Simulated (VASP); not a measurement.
# Sn4Se3S (Pmmm) in VASP: further runs, part 2 of 2

VASP 6.6.1. Earlier steps stand in the parts before.

## Step 3: Single point, r2SCAN

This run uses another cell than the first one, of 27.12 Å³/atom.

POSCAR reads:

```
Sn4Se3S
1.0
    4.2462305403      0.0000000000      0.0000000000
    0.0000000000      6.0141664536      0.0000000000
    0.0000000000      0.0000000000      8.4963248838
Sn Se S
4 3 1
Direct
    0.0000000000      0.0000000000      0.0000000000
    0.5000000000      0.5000000000      0.2417592622
    0.0000000000      0.0000000000      0.5000000000
    0.5000000000      0.5000000000      0.7582407378
    0.5000000000      0.0000000000      0.2491948862
    0.0000000000      0.5000000000      0.5000000000
    0.5000000000      0.0000000000      0.7508051138
    0.0000000000      0.5000000000      0.0000000000
```

INCAR.step1 reads:

```
  PREC = Accurate
  ENCUT = 520
  ISMEAR = 0
  SIGMA = 0.02
  LREAL = F
  LASPH = T
  NELM = 80
  NBANDS = 50
  GGA = PE
  ALGO = Normal
  EDIFF = 1E-4
  LWAVE = T
  LCHARG = F
```

INCAR.step2 reads:

```
  PREC = Accurate
  ENCUT = 520
  EDIFF = 1E-6
  ISMEAR = 0
  SIGMA = 0.02
  LREAL = F
  LASPH = T
  NELM = 80
  ALGO = Normal
  ISIF = 2
  LWAVE = F
  LCHARG = T
  METAGGA = R2SCAN
  LMIXTAU = T
  LELF = T
  LVHAR = T
  NBANDS = 50
  ISTART = 1
```

KPOINTS reads:

```
Automatic mesh
0
Gamma
  8 6 4
```

Potentials or basis: VASP PAW PBE potentials, release 64 (Sn_d, Se, S).

Launch:

```sh
$ cat potpaw_PBE.64/Sn_d/POTCAR potpaw_PBE.64/Se/POTCAR potpaw_PBE.64/S/POTCAR > POTCAR
$ cp INCAR.step1 INCAR
$ mpirun -np 1 vasp_std > vasp.out
$ cp INCAR.step2 INCAR
$ mpirun -np 1 vasp_std > vasp.out
```

OUTCAR:

```text
PREC = Accurate
   ENCUT = 520
   EDIFF = 1E-6
   ISMEAR = 0
   LREAL = F
   LASPH = T
   NELM = 80
   ISIF = 2
   METAGGA = R2SCAN
   ISTART = 1

 ion  position               nearest neighbor table
   1  0.000  0.000  0.000-   5 3.00   7 3.00   5 3.00   7 3.00   8 3.01   8 3.01
   2  0.500  0.500  0.242-   8 2.95   8 2.95   5 3.01   5 3.01   6 3.05   6 3.05
   3  0.000  0.000  0.500-   6 3.01   6 3.01   7 3.01   5 3.01   5 3.01   7 3.01
   4  0.500  0.500  0.758-   8 2.95   8 2.95   7 3.01   7 3.01   6 3.05   6 3.05
   5  0.500  0.000  0.249-   1 3.00   1 3.00   2 3.01   2 3.01   3 3.01   3 3.01
   6  0.000  0.500  0.500-   3 3.01   3 3.01   4 3.05   2 3.05   2 3.05   4 3.05
   7  0.500  0.000  0.751-   1 3.00   1 3.00   4 3.01   4 3.01   3 3.01   3 3.01
   8  0.000  0.500  0.000-   2 2.95   4 2.95   2 2.95   4 2.95   1 3.01   1 3.01

  LATTYP: Found a simple orthorhombic cell.
 ALAT       =     4.2462305403
 B/A-ratio  =     1.4163541985
 C/A-ratio  =     2.0009099372

  Lattice vectors:

 A1 = (   4.2462305403,   0.0000000000,   0.0000000000)
 A2 = (   0.0000000000,   6.0141664536,   0.0000000000)
 A3 = (   0.0000000000,   0.0000000000,   8.4963248838)

Analysis of symmetry for initial positions (statically):
=====================================================================
 Subroutine PRICEL returns:
 Original cell was already a primitive cell.

 Routine SETGRP: Setting up the symmetry group for a
 simple orthorhombic supercell.

 Subroutine GETGRP returns: Found  8 space group operations
 (whereof  8 operations were pure point group operations)
 out of a pool of  8 trial point group operations.

The static configuration has the point symmetry D_2h.

Analysis of symmetry for dynamics (positions and initial velocities):
=====================================================================
 Subroutine PRICEL returns:
 Original cell was already a primitive cell.

 Routine SETGRP: Setting up the symmetry group for a
[... 143 lines left out ...]
   METAGGA = R2SCAN    functional components
   LHFCALC =     F    Hartree Fock is set to
   AEXX    =    0.0000 exact exchange contribution
   IVDW    =     0    specifies the selected vdW correction
   LEPSILON=     F    determine dielectric tensor
   LRPA    =     F    only Hartree local field effects (RPA)
 non-spin polarized calculation
 Gauss-broadening in eV      SIGMA  =   0.02
  energy-cutoff  :      520.00
  volume of cell :      216.98
 maximum number of plane-waves:      5886
 NGX is ok and might be reduce to    32
   NGX = 15   NGY = 23   NGZ = 31

 number of electron      80.0000023 magnetization

 Free energy of the ion-electron system (eV)
  ---------------------------------------------------
  ext. energy  EPLUGINS =         0.00000000
  ---------------------------------------------------
  free energy    TOTEN  =      -153.09431848 eV

  energy without entropy =     -153.09431848  energy(sigma->0) =     -153.09431848

 E-fermi :   5.8785     XC(G=0): -10.1438

 val. band max:        5.7636717892   @ k =   0.0000   0.5000   0.0000
 cond. band min:       6.0504572653   @ k =   0.0000   0.3333   0.0000
 fundamental gap:      0.2867854761
 Fermi energy:         5.8785097250

 k-point     1 :       0.0000    0.0000    0.0000
  band No.  band energies     occupation
      1     -16.9072      2.00000
      2     -16.8851      2.00000
      3     -16.8835      2.00000
      4     -16.8826      2.00000
      5     -16.8782      2.00000
      6     -16.8738      2.00000
[... 1261 lines left out ...]
     49      10.2116      0.00000
     50      10.3305      0.00000

 [... further k-points ...]

------------------------ aborting loop because EDIFF is reached ----------------------------------------

  FORCE on cell =-STRESS in cart. coord.  units (eV):
  Direction    XX          YY          ZZ          XY          YZ          ZX
  --------------------------------------------------------------------------------------
  -------------------------------------------------------------------------------------
  Total       -1.4505360     -1.4558503     -1.4587991      0.0000000      0.0000000      0.0000000
  in kB      -10.7109742    -10.7502159    -10.7719899      0.0000000      0.0000000      0.0000000
  external PRESSURE =     -10.7443933 kB  Pullay stress =       0.0000000 kB

 VOLUME and BASIS-vectors are now :
 -----------------------------------------------------------------------------
  energy-cutoff  :      520.00
  volume of cell :      216.98
      direct lattice vectors                 reciprocal lattice vectors
     4.246230540  0.000000000  0.000000000     0.235502993  0.000000000  0.000000000
     0.000000000  6.014166454  0.000000000     0.000000000  0.166274081  0.000000000
     0.000000000  0.000000000  8.496324884     0.000000000  0.000000000  0.117697947

 POSITION                                       TOTAL-FORCE (eV/Angst)
 -----------------------------------------------------------------------------------
      0.00000      0.00000      0.00000         0.000000     -0.000000     -0.000000
      2.12312      3.00708      2.05407         0.000000      0.000000      0.012909
      0.00000      0.00000      4.24816         0.000000     -0.000000     -0.000000
      2.12312      3.00708      6.44226         0.000000     -0.000000     -0.012909
      2.12312      0.00000      2.11724         0.000000     -0.000000     -0.005802
      0.00000      3.00708      4.24816         0.000000     -0.000000     -0.000000
      2.12312      0.00000      6.37908         0.000000     -0.000000      0.005802
      0.00000      3.00708      0.00000         0.000000     -0.000000     -0.000000
 -----------------------------------------------------------------------------------
    total drift:                                0.000000     -0.000000      0.000000

  FREE ENERGIE OF THE ION-ELECTRON SYSTEM (eV)
  ---------------------------------------------------
  free  energy   TOTEN  =      -153.0943184805 eV

  energy  without entropy=     -153.0943184805  energy(sigma->0) =     -153.09431848
```

OSZICAR.step1:

```text
N       E                     dE             d eps       ncg     rms          rms(c)
DAV:   1     0.868054074099E+03    0.86805E+03   -0.36445E+04  6454   0.205E+03
DAV:   2     0.119791017615E+03   -0.74826E+03   -0.72420E+03  6016   0.589E+02
DAV:   3    -0.232570461967E+02   -0.14305E+03   -0.13573E+03  7160   0.202E+02
DAV:   4    -0.339218056955E+02   -0.10665E+02   -0.10448E+02  7058   0.548E+01
DAV:   5    -0.343308721478E+02   -0.40907E+00   -0.40761E+00  8098   0.112E+01    0.733E+00
DAV:   6    -0.333570260005E+02    0.97385E+00   -0.18924E+00  7942   0.640E+00    0.457E+00
DAV:   7    -0.333785410440E+02   -0.21515E-01   -0.67173E-01  7528   0.258E+00    0.219E+00
DAV:   8    -0.333826568283E+02   -0.41158E-02   -0.64003E-02  7564   0.154E+00    0.354E-01
DAV:   9    -0.333816640035E+02    0.99282E-03   -0.96166E-03  7194   0.547E-01    0.134E-01
DAV:  10    -0.333821608086E+02   -0.49681E-03   -0.23732E-03  5992   0.170E-01    0.847E-02
DAV:  11    -0.333822929157E+02   -0.13211E-03   -0.13480E-04  4816   0.667E-02    0.365E-02
DAV:  12    -0.333823547204E+02   -0.61805E-04   -0.97206E-05  3990   0.500E-02
   1 F= -.33382355E+02 E0= -.33382355E+02  d E =-.479701E-19
```

It took 39 min on 1 thread of Oxide Virtual Turin-like, shared host; peak memory 0.66 GiB.

What came out:

| Item | Value |
| --- | --- |
| Free energy | -153.0943 eV |
| Pressure | -1.1 GPa |
| Largest force | 0.013 eV/Å |
| Band gap on the k mesh | 0.29 eV (least direct gap 0.30 eV) |

Forces on the atoms (eV/Å):
```
Sn   0.000  0.000  0.000
Sn   0.000  0.000  0.013
Sn   0.000  0.000  0.000
Sn   0.000  0.000 -0.013
Se   0.000  0.000 -0.006
Se   0.000  0.000  0.000
Se   0.000  0.000  0.006
S    0.000  0.000  0.000
```

Caveat: the PAW data sets were made with another functional, which shifts forces and pressure a little; spin-orbit coupling is left out, which moves the levels of the heavy elements.
